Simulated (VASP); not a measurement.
# Ta in VASP: further runs, part 2 of 2

VASP 6.6.1.

**3. Single point, PBE**

INCAR

```
SYSTEM = Ta
ALGO = Normal
DIPOL = 0.5 0.5 0.500
EDIFF = 1E-6
ENCUT = 520
GGA = PE
IDIPOL = 3
ISIF = 2
ISMEAR = -1
LASPH = .TRUE.
LCHARG = .FALSE.
LDIPOL = .TRUE.
LREAL = .FALSE.
LWAVE = .FALSE.
NBANDS = 36
NELM = 60
PREC = Accurate
SIGMA = 0.08
```

KPOINTS

```
k-points
0
G
  9 9 1
  0 0 0
```

POSCAR

```
Ta
1.0
    4.6945593029      0.0000000000      0.0000000000
   -2.3472796515      4.0656076159      0.0000000000
    0.0000000000      0.0000000000     19.8331000000
Ta
5
Direct
    0.8333333333      0.1666666667      0.4153941796
    0.1666666667      0.8333333333      0.4559641792
    0.5000000000      0.5000000000      0.4999999986
    0.8333333333      0.1666666667      0.5440358214
    0.1666666667      0.8333333333      0.5846058212
```

Potentials or basis: VASP PAW PBE potentials, release 64 (Ta_pv).

The run is started by

```sh
$ cat potpaw_PBE.64/Ta_pv/POTCAR > POTCAR
$ mpirun -np 1 vasp_std > vasp.out
```

OUTCAR:

```text
SYSTEM = Ta
   EDIFF = 1E-6
   ENCUT = 520
   GGA = PE
   ISIF = 2
   ISMEAR = -1
   LASPH = .TRUE.
   LREAL = .FALSE.
   NELM = 60
   PREC = Accurate

 ion  position               nearest neighbor table
   1  0.833  0.167  0.415-   4 2.55   2 2.83   2 2.83   2 2.83   3 3.19   3 3.19   3 3.19
   2  0.167  0.833  0.456-   5 2.55   1 2.83   1 2.83   1 2.83   3 2.85   3 2.85   3 2.85   4 3.22
                             4 3.22   4 3.22
   3  0.500  0.500  0.500-   2 2.85   2 2.85   2 2.85   4 2.85   4 2.85   4 2.85   1 3.19   1 3.19
                             1 3.19   5 3.19   5 3.19   5 3.19
   4  0.833  0.167  0.544-   1 2.55   5 2.83   5 2.83   5 2.83   3 2.85   3 2.85   3 2.85   2 3.22
                             2 3.22   2 3.22
   5  0.167  0.833  0.585-   2 2.55   4 2.83   4 2.83   4 2.83   3 3.19   3 3.19   3 3.19

  LATTYP: Found a hexagonal cell.
 ALAT       =     4.6945593029
 C/A-ratio  =     4.2246990016

  Lattice vectors:

 A1 = (   4.6945593029,   0.0000000000,   0.0000000000)
 A2 = (  -2.3472796515,   4.0656076159,   0.0000000000)
 A3 = (   0.0000000000,   0.0000000000,  19.8331000000)

Analysis of symmetry for initial positions (statically):
=====================================================================
 Subroutine PRICEL returns:
 Original cell was already a primitive cell.

 Routine SETGRP: Setting up the symmetry group for a
 hexagonal supercell.

 Subroutine GETGRP returns: Found 12 space group operations
 (whereof  4 operations were pure point group operations)
 out of a pool of 24 trial point group operations.

The static configuration has the point symmetry C_2h.
 The point group associated with its full space group is D_3d.

Analysis of symmetry for dynamics (positions and initial velocities):
=====================================================================
 Subroutine PRICEL returns:
 Original cell was already a primitive cell.

 Routine SETGRP: Setting up the symmetry group for a
 hexagonal supercell.

 Subroutine GETGRP returns: Found 12 space group operations
 (whereof  4 operations were pure point group operations)
[... 122 lines left out ...]
   LHFCALC =     F    Hartree Fock is set to
   AEXX    =    0.0000 exact exchange contribution
   IVDW    =     0    specifies the selected vdW correction
   LEPSILON=     F    determine dielectric tensor
   LRPA    =     F    only Hartree local field effects (RPA)
 non-spin polarized calculation
  energy-cutoff  :      520.00
  volume of cell :      378.54
 maximum number of plane-waves:     10238
 NGX is ok and might be reduce to    36
   NGX = 17   NGY = 17   NGZ = 73

 number of electron      54.9999992 magnetization

 dipolmoment           0.000000      0.000000      0.000000 electrons x Angstroem

 Free energy of the ion-electron system (eV)
  ---------------------------------------------------
  ext. energy  EPLUGINS =         0.00000000
  ---------------------------------------------------
  free energy    TOTEN  =       -52.61124868 eV

  energy without entropy =      -52.50240408  energy(sigma->0) =      -52.55682638

 E-fermi :  -1.3813     XC(G=0):  -4.1122

 val. band max:       -1.4118243177   @ k =   0.3333   0.3333   0.0000
 cond. band min:      -1.3621035020   @ k =   0.2222   0.2222   0.0000
 fundamental gap:      0.0497208157
 Fermi energy:        -1.3812760575

 k-point     1 :       0.0000    0.0000    0.0000
  band No.  band energies     occupation
      1     -35.8966      2.00000
      2     -35.8595      2.00000
      3     -35.6552      2.00000
      4     -35.6552      2.00000
      5     -35.6345      2.00000
      6     -35.6345      2.00000
[... 457 lines left out ...]
     35       0.6525      0.00000
     36       0.8839      0.00000

------------------------ aborting loop because EDIFF is reached ----------------------------------------

 vacuum level on the upper side and lower side of the slab       (xc-potential included)        -0.115        -0.115

  FORCE on cell =-STRESS in cart. coord.  units (eV):
  Direction    XX          YY          ZZ          XY          YZ          ZX
  --------------------------------------------------------------------------------------
  -------------------------------------------------------------------------------------
  Total       -3.5186298     -3.5186298     -0.0308849      0.0000000      0.0000000      0.0000000
  in kB      -14.8926941    -14.8926941     -0.1307212      0.0000000      0.0000000      0.0000000
  external PRESSURE =      -9.9720365 kB  Pullay stress =       0.0000000 kB

 VOLUME and BASIS-vectors are now :
 -----------------------------------------------------------------------------
  energy-cutoff  :      520.00
  volume of cell :      378.54
      direct lattice vectors                 reciprocal lattice vectors
     4.694559303  0.000000000  0.000000000     0.213012540  0.122982847  0.000000000
    -2.347279652  4.065607616  0.000000000     0.000000000  0.245965694  0.000000000
     0.000000000  0.000000000 19.833100000     0.000000000  0.000000000  0.050420761

 POSITION                                       TOTAL-FORCE (eV/Angst)
 -----------------------------------------------------------------------------------
      3.52092      0.67760      8.23855         0.000000      0.000000     -0.000161
     -1.17364      3.38801      9.04318         0.000000     -0.000000      0.001627
      1.17364      2.03280      9.91655         0.000000      0.000000      0.000000
      3.52092      0.67760     10.78992        -0.000000      0.000000     -0.001627
     -1.17364      3.38801     11.59455        -0.000000     -0.000000      0.000161
 -----------------------------------------------------------------------------------
    total drift:                                0.000000     -0.000000      0.000035

  FREE ENERGIE OF THE ION-ELECTRON SYSTEM (eV)
  ---------------------------------------------------
  free  energy   TOTEN  =       -52.6112486798 eV

  energy  without entropy=      -52.5024040753  energy(sigma->0) =      -52.55682638

 vacuum level on the upper side and lower side of the slab         2.244         2.244
```

It took 3 min on 1 thread of Intel Xeon 6975P-C (Granite Rapids), shared host; peak memory 0.47 GiB.

What came out:

- Free energy: -52.6112 eV

Levels at points of the mesh, in eV from the Fermi level:
```
           k point  band 25  band 26  band 27  band 28  band 29  band 30
(0.00, 0.00, 0.00)    -0.99    -0.69    -0.45    -0.45     0.33     0.33
```

Caveat: spin-orbit coupling is left out, which moves the levels of the heavy elements.

**4. Single point, PBE**

INCAR

```
SYSTEM = Ta
PREC = Accurate ; ENCUT = 520
EDIFF = 1E-6 ; ISMEAR = -1
SIGMA = 0.08 ; LREAL = .False.
LASPH = .True. ; NELM = 100
ALGO = Normal ; ISIF = 2
LWAVE = .False. ; LCHARG = .False.
GGA = PE ; NBANDS = 36
```

KPOINTS

```
regular mesh
0
Gamma
  9 9 1
  0 0 0
```

POSCAR

```
Ta
1.0
    4.6945593029      0.0000000000      0.0000000000
   -2.3472796515      4.0656076159      0.0000000000
    0.0000000000      0.0000000000     19.8331000000
Ta
5
Direct
    0.8333333333      0.1666666667      0.4154101530
    0.1666666667      0.8333333333      0.4560260652
    0.5000000000      0.5000000000      0.4999999991
    0.8333333333      0.1666666667      0.5439739343
    0.1666666667      0.8333333333      0.5845898484
```

Potentials or basis: VASP PAW PBE potentials, release 64 (Ta_pv).

The run is started by

```sh
$ cat potpaw_PBE.64/Ta_pv/POTCAR > POTCAR
$ mpirun -np 1 vasp_std > vasp.out
```

OUTCAR:

```text
SYSTEM = Ta
   PREC = Accurate
   ENCUT = 520
   EDIFF = 1E-6
   ISMEAR = -1
   LREAL = .False.
   LASPH = .True.
   NELM = 100
   ISIF = 2
   GGA = PE

 ion  position               nearest neighbor table
   1  0.833  0.167  0.415-   4 2.55   2 2.83   2 2.83   2 2.83   3 3.19   3 3.19   3 3.19
   2  0.167  0.833  0.456-   5 2.55   1 2.83   1 2.83   1 2.83   3 2.85   3 2.85   3 2.85   4 3.22
                             4 3.22   4 3.22
   3  0.500  0.500  0.500-   2 2.85   2 2.85   2 2.85   4 2.85   4 2.85   4 2.85   1 3.19   1 3.19
[... 664 lines left out ...]
  -------------------------------------------------------------------------------------
  Total       -3.4873205     -3.4873205      0.0374618      0.0000000      0.0000000     -0.0000000
  in kB      -14.7601764    -14.7601764      0.1585581      0.0000000      0.0000000     -0.0000000
  external PRESSURE =      -9.7872649 kB  Pullay stress =       0.0000000 kB

 VOLUME and BASIS-vectors are now :
 -----------------------------------------------------------------------------
  energy-cutoff  :      520.00
  volume of cell :      378.54
      direct lattice vectors                 reciprocal lattice vectors
     4.694559303  0.000000000  0.000000000     0.213012540  0.122982847  0.000000000
    -2.347279652  4.065607616  0.000000000     0.000000000  0.245965694  0.000000000
     0.000000000  0.000000000 19.833100000     0.000000000  0.000000000  0.050420761

 POSITION                                       TOTAL-FORCE (eV/Angst)
 -----------------------------------------------------------------------------------
      3.52092      0.67760      8.23887         0.000000      0.000000     -0.012468
     -1.17364      3.38801      9.04441        -0.000000      0.000000     -0.013847
      1.17364      2.03280      9.91655        -0.000000      0.000000     -0.000000
      3.52092      0.67760     10.78869         0.000000     -0.000000      0.013847
     -1.17364      3.38801     11.59423        -0.000000     -0.000000      0.012468
 -----------------------------------------------------------------------------------
    total drift:                                0.000000     -0.000000      0.000046

  FREE ENERGIE OF THE ION-ELECTRON SYSTEM (eV)
  ---------------------------------------------------
  free  energy   TOTEN  =       -52.6112313923 eV

  energy  without entropy=      -52.5025166288  energy(sigma->0) =      -52.55687401
```

stdout:

```text
POSCAR found type information on POSCAR Ta
 POSCAR found :  1 types and       5 ions
 scaLAPACK will be used
 LDA part: xc-table for (Slater+PW92), standard interpolation
 POSCAR, INCAR and KPOINTS ok, starting setup
 FFT: planning ... GRIDC
 FFT: planning ... GRID_SOFT
 FFT: planning ... GRID
 WAVECAR not read
 entering main loop
```

Run time: 2.9 min. Hardware: 1 thread of Intel Xeon 6975P-C (Granite Rapids), shared host; peak memory 0.47 GiB.

Results:

```
Free energy   : -52.6112 eV
Largest force : 0.014 eV/Å
```

Forces on the atoms (eV/Å):
```
Ta   0.000  0.000 -0.012
Ta   0.000  0.000 -0.014
Ta   0.000  0.000  0.000
Ta   0.000  0.000  0.014
Ta   0.000  0.000  0.012
```

Caveat: spin-orbit coupling is left out, which moves the levels of the heavy elements.
